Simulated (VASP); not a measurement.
# AlO2 (Cmcm) in VASP: a series of runs, part 2 of 2

VASP 6.6.1. The steps go on from the part before.

### Step 5. Single point, PBEsol, collinear spin

This run uses another cell than the first one, of 9.77 Å³/atom.

INCAR reads:

```
SYSTEM = AlO2
PREC = Accurate
ENCUT = 520
EDIFF = 1E-7
ISMEAR = 0
SIGMA = 0.1
LREAL = .FALSE.
LASPH = .TRUE.
NELM = 150
ALGO = Fast
ISIF = 2
LWAVE = .FALSE.
LCHARG = .FALSE.
ISPIN = 2
MAGMOM = 0 0 0 0 0.5 0.5
LORBIT = 11
GGA = PS
NBANDS = 28
```

KPOINTS reads:

```
regular mesh
0
G
  12 12 10
  0 0 0
```

POSCAR reads:

```
AlO2
1.0
    1.4881620000     -5.4028330000      0.0000000000
    1.4881620000      5.4028330000      0.0000000000
    0.0000000000      0.0000000000      3.6466120000
Al O
2 4
Direct
    0.3318670000      0.6681330000      0.2500000000
    0.6681330000      0.3318670000      0.7500000000
    0.7058160000      0.2941840000      0.2500000000
    0.2941840000      0.7058160000      0.7500000000
    0.9389280000      0.0610720000      0.2500000000
    0.0610720000      0.9389280000      0.7500000000
```

Potentials or basis: VASP PAW PBE potentials, release 64 (Al, O).

Started as:

```bash
$ cat potpaw_PBE.64/Al/POTCAR potpaw_PBE.64/O/POTCAR > POTCAR
$ mpirun -np 1 vasp_std > vasp.out
```

OUTCAR:

```text
SYSTEM = AlO2
   PREC = Accurate
   ENCUT = 520
   EDIFF = 1E-7
   ISMEAR = 0
   LREAL = .FALSE.
   LASPH = .TRUE.
   NELM = 150
   ISIF = 2
   ISPIN = 2
   LORBIT = 11
   GGA = PS

 ion  position               nearest neighbor table
   1  0.332  0.668  0.250-   4 1.87   4 1.87   5 1.88   5 1.88   3 2.02   3 2.02   2 2.94   2 2.94
                             2 2.94   2 2.94
   2  0.668  0.332  0.750-   3 1.87   3 1.87   6 1.88   6 1.88   4 2.02   4 2.02   1 2.94   1 2.94
                             1 2.94   1 2.94
   3  0.706  0.294  0.250-   2 1.87   2 1.87   1 2.02   1 2.02
   4  0.294  0.706  0.750-   1 1.87   1 1.87   2 2.02   2 2.02
   5  0.939  0.061  0.250-   1 1.88   1 1.88
   6  0.061  0.939  0.750-   2 1.88   2 1.88

  LATTYP: Found a base centered orthorhombic cell.
 ALAT       =     2.9763240000
 B/A-ratio  =     3.6305408954
 C/A-ratio  =     1.2252066643

  Lattice vectors:

 A1 = (   1.4881620000,  -5.4028330000,   0.0000000000)
 A2 = (   1.4881620000,   5.4028330000,   0.0000000000)
 A3 = (   0.0000000000,   0.0000000000,   3.6466120000)

Analysis of symmetry for initial positions (statically):
=====================================================================
 Subroutine PRICEL returns:
 Original cell was already a primitive cell.

 Routine SETGRP: Setting up the symmetry group for a
 base centered orthorhombic supercell.

 Subroutine GETGRP returns: Found  8 space group operations
 (whereof  4 operations were pure point group operations)
 out of a pool of  8 trial point group operations.

The static configuration has the point symmetry C_2h.
 The point group associated with its full space group is D_2h.

Analysis of symmetry for dynamics (positions and initial velocities):
=====================================================================
 Subroutine PRICEL returns:
 Original cell was already a primitive cell.

 Routine SETGRP: Setting up the symmetry group for a
 base centered orthorhombic supercell.

 Subroutine GETGRP returns: Found  8 space group operations
 (whereof  4 operations were pure point group operations)
 out of a pool of  8 trial point group operations.
[... 189 lines left out ...]
      4     -12.4237      1.00000
      5      -2.1744      1.00000
      6      -0.8546      1.00000
[... 709 lines left out ...]
     26      19.2166      0.00000
     27      19.3873      0.00000

 [... further k-points ...]

 spin component 2

 k-point     1 :       0.0000    0.0000    0.0000
  band No.  band energies     occupation
      1     -15.2019      1.00000
      2     -12.7760      1.00000
      3     -12.3216      1.00000
      4     -11.8632      1.00000
      5      -1.9810      1.00000
      6      -0.2489      1.00000
[... 709 lines left out ...]
     26      19.4371      0.00000
     27      19.5463      0.00000

 [... further k-points ...]

 [bands above 27 left out]

------------------------ aborting loop because EDIFF is reached ----------------------------------------

  FORCE on cell =-STRESS in cart. coord.  units (eV):
  Direction    XX          YY          ZZ          XY          YZ          ZX
  --------------------------------------------------------------------------------------
  -------------------------------------------------------------------------------------
  Total       -1.6649848     -2.0090845     -1.9199303      0.0000000      0.0000000      0.0000000
  in kB      -45.4914252    -54.8930642    -52.4571555      0.0000000      0.0000000      0.0000000
  external PRESSURE =     -50.9472150 kB  Pullay stress =       0.0000000 kB

 VOLUME and BASIS-vectors are now :
 -----------------------------------------------------------------------------
  energy-cutoff  :      520.00
  volume of cell :       58.64
      direct lattice vectors                 reciprocal lattice vectors
     1.488162000 -5.402833000  0.000000000     0.335984926 -0.092544041  0.000000000
     1.488162000  5.402833000  0.000000000     0.335984926  0.092544041  0.000000000
     0.000000000  0.000000000  3.646612000     0.000000000  0.000000000  0.274227146

 POSITION                                       TOTAL-FORCE (eV/Angst)
 -----------------------------------------------------------------------------------
      1.48816      1.81679      0.91165         0.000000      0.031234      0.000000
      1.48816     -1.81679      2.73496         0.000000     -0.031234      0.000000
      1.48816     -2.22398      0.91165         0.000000     -0.108918      0.000000
      1.48816      2.22398      2.73496         0.000000      0.108918      0.000000
      1.48816     -4.74291      0.91165         0.000000      0.057649     -0.000000
      1.48816      4.74291      2.73496         0.000000     -0.057649     -0.000000
 -----------------------------------------------------------------------------------
    total drift:                               -0.000000     -0.000000     -0.000000

  FREE ENERGIE OF THE ION-ELECTRON SYSTEM (eV)
  ---------------------------------------------------
  free  energy   TOTEN  =       -41.8973477736 eV

  energy  without entropy=      -41.8934797139  energy(sigma->0) =      -41.89541374

 total charge

# of ion       s       p       d       tot
------------------------------------------
    1        0.312   0.393   0.000   0.704
    2        0.312   0.393   0.000   0.704
    3        1.550   3.574   0.000   5.124
    4        1.550   3.574   0.000   5.124
    5        1.581   3.295   0.000   4.875
    6        1.581   3.295   0.000   4.875
--------------------------------------------------
tot          6.885  14.523   0.000  21.408

 magnetization (x)

# of ion       s       p       d       tot
------------------------------------------
    1       -0.005  -0.002   0.000  -0.007
    2       -0.005  -0.002   0.000  -0.007
    3        0.002   0.096   0.000   0.098
    4        0.002   0.096   0.000   0.098
    5        0.023   0.702   0.000   0.724
    6        0.023   0.702   0.000   0.724
--------------------------------------------------
tot          0.039   1.590   0.000   1.629
```

OSZICAR:

```text
N       E                     dE             d eps       ncg     rms          rms(c)
DAV:   1     0.113448877571E+03    0.11345E+03   -0.15233E+04 28936   0.989E+02
DAV:   2    -0.376343599492E+02   -0.15108E+03   -0.14539E+03 36496   0.233E+02
DAV:   3    -0.446462533357E+02   -0.70119E+01   -0.69346E+01 35900   0.463E+01
DAV:   4    -0.446982837939E+02   -0.52030E-01   -0.52017E-01 33372   0.456E+00
DAV:   5    -0.446989464538E+02   -0.66266E-03   -0.66265E-03 34052   0.507E-01    0.114E+01
RMM:   6    -0.419351499390E+02    0.27638E+01   -0.56309E+00 29066   0.118E+01    0.459E+00
RMM:   7    -0.419125960306E+02    0.22554E-01   -0.52911E-01 31282   0.374E+00    0.259E+00
RMM:   8    -0.418977101932E+02    0.14886E-01   -0.67105E-02 33675   0.145E+00    0.140E+00
RMM:   9    -0.418959848365E+02    0.17254E-02   -0.25859E-02 32728   0.107E+00    0.438E-01
RMM:  10    -0.418965924854E+02   -0.60765E-03   -0.55082E-03 33744   0.500E-01    0.164E-01
RMM:  11    -0.418971993623E+02   -0.60688E-03   -0.68689E-04 35041   0.169E-01    0.905E-02
RMM:  12    -0.418973096357E+02   -0.11027E-03   -0.17037E-04 34475   0.775E-02    0.451E-02
RMM:  13    -0.418973400189E+02   -0.30383E-04   -0.29593E-05 34327   0.370E-02    0.195E-02
RMM:  14    -0.418973469233E+02   -0.69045E-05   -0.49709E-06 35419   0.152E-02    0.102E-02
RMM:  15    -0.418973476766E+02   -0.75326E-06   -0.46658E-06 34363   0.115E-02    0.427E-03
RMM:  16    -0.418973477896E+02   -0.11303E-06   -0.48495E-07 33289   0.438E-03    0.175E-03
RMM:  17    -0.418973477736E+02    0.16065E-07   -0.20726E-07 30333   0.259E-03
   1 F= -.41897348E+02 E0= -.41895414E+02  d E =-.386806E-02  mag=     1.9090
```

It took 33 min on 1 thread of Oxide Virtual Turin-like, shared host; peak memory 0.62 GiB.

What came out:

* Free energy: -41.8973 eV
* Pressure: -5.1 GPa
* Largest force: 0.109 eV/Å
* Net moment: 1.91 μB per cell
* Site moments: Al -0.01; O +0.10, +0.72 (each value once) μB
* Valence electrons inside the program's atomic spheres: Al 0.70; O 5.12, 4.88 (each value once)

Forces in eV/Å, atoms in the order of the input:
```
Al   0.000  0.031  0.000
Al   0.000 -0.031  0.000
O    0.000 -0.109  0.000
O    0.000  0.109  0.000
O    0.000  0.058  0.000
O    0.000 -0.058  0.000
```

Levels at points of the mesh, in eV from the Fermi level:
Spin up:
| k point | band 12 | band 13 | band 14 | band 15 | band 16 | band 17 | band 18 | band 19 | band 20 | band 21 |
| --- | --- | --- | --- | --- | --- | --- | --- | --- | --- | --- |
| (0.00, 0.00, 0.00) | -1.94 | -1.41 | -0.40 | -0.26 | -0.21 | 5.95 | 8.59 | 9.95 | 10.84 | 12.89 |
| (0.50, 0.00, 0.00) | -2.73 | -1.86 | -1.07 | -0.84 | -0.69 | 10.01 | 10.16 | 11.43 | 11.51 | 11.93 |
| (0.50, 0.50, 0.00) | -1.78 | -1.65 | -1.41 | -0.62 | -0.21 | 7.38 | 7.66 | 8.99 | 12.27 | 12.76 |
| (0.00, 0.00, 0.50) | -1.61 | -1.10 | -1.10 | -0.78 | -0.78 | 8.69 | 8.69 | 9.71 | 9.71 | 13.55 |
| (0.50, 0.00, 0.50) | -2.44 | -1.13 | -1.13 | -0.35 | -0.35 | 10.25 | 10.25 | 11.76 | 11.76 | 12.76 |
| (0.50, 0.50, 0.50) | -2.20 | -1.53 | -1.53 | -0.10 | -0.10 | 8.86 | 8.86 | 9.98 | 9.98 | 13.23 |
Spin down:
| k point | band 12 | band 13 | band 14 | band 15 | band 16 | band 17 |
| --- | --- | --- | --- | --- | --- | --- |
| (0.00, 0.00, 0.00) | -1.16 | -0.77 | -0.05 | 0.90 | 1.24 | 6.19 |
| (0.50, 0.00, 0.00) | -1.45 | -1.29 | -0.49 | 0.25 | 1.25 | 10.19 |
| (0.50, 0.50, 0.00) | -0.88 | -0.84 | -0.76 | -0.04 | 1.28 | 7.59 |
| (0.00, 0.00, 0.50) | -1.30 | -0.40 | -0.40 | 0.89 | 0.89 | 8.94 |
| (0.50, 0.00, 0.50) | -1.71 | -0.77 | -0.77 | 1.28 | 1.28 | 10.36 |
| (0.50, 0.50, 0.50) | -1.70 | -1.20 | -1.20 | 1.43 | 1.43 | 9.15 |

Caveat: the cell stands under tension; the PAW data sets were made with another functional, which shifts forces and pressure a little.

### Step 6. The runs side by side

```tsv
spin	cell	gap on the mesh (eV)	pressure (GPa)	largest force (eV/Å)
off	a = 5.139, b = 5.139, c = 3.597 Å, angles 90.0, 90.0, 147.1°, 6 atoms, atomic positions A	none	0.1	0.02
off	a = 5.604, b = 5.604, c = 3.647 Å, angles 90.0, 90.0, 149.2°, 6 atoms, atomic positions B	none	-5.9	0.67
collinear	a = 5.604, b = 5.604, c = 3.647 Å, angles 90.0, 90.0, 149.2°, 6 atoms, atomic positions B	none	-5.1	0.11
```

Alike in all rows: task single point; level PBEsol; potentials or basis VASP PAW PBE potentials, release 64 (Al, O); k mesh 12 × 12 × 10; cutoff (eV) 520; smearing gaussian 0.1 eV.

Caveats: the PAW data sets were made with another functional, which shifts forces and pressure a little; the cell stands under tension (at least some runs).

Absolute energies hang on the potentials; compare differences alone.
